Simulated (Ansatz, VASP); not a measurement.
## Two plane-wave programs on Hf

```
Hf
1.0
    -1.77588    1.77588    1.86468
     1.77588   -1.77588    1.86468
     1.77588    1.77588   -1.86468
Hf
1
Direct
  0.00000 0.00000 0.00000
```

Alike in both runs: task single point; functional PBEsol; k mesh 20 × 20 × 20; occupations gaussian, width 0.15 eV; no spin polarisation.

```csv
,VASP,Ansatz
version,VASP 6.6.1,Ansatz 0.2.0
potentials or method,"VASP PAW PBE potentials, release 64 (Hf_pv), cutoff 520 eV","scalar-relativistic, plane waves, PAW"
valence electrons in the cell,10,26
```

|  | VASP | Ansatz | Ansatz less VASP |
| --- | --- | --- | --- |
| gap on the k mesh at the Fermi level (eV) | none | none | - |
| pressure (GPa) | -9.2 | -8.9 | +0.32 |
| traceless stress, the component that is largest in VASP (GPa) | 1.38 | 1.34 | -0.039 |

VASP's potentials were made for PBE, not for PBEsol. A gap of «none» marks a metal or a gap that the smearing closes. VASP's potentials hold 10 valence electrons a cell and Ansatz's 26, so a difference there can come from the potentials and not from the codes.

Neither program's run includes spin-orbit coupling.
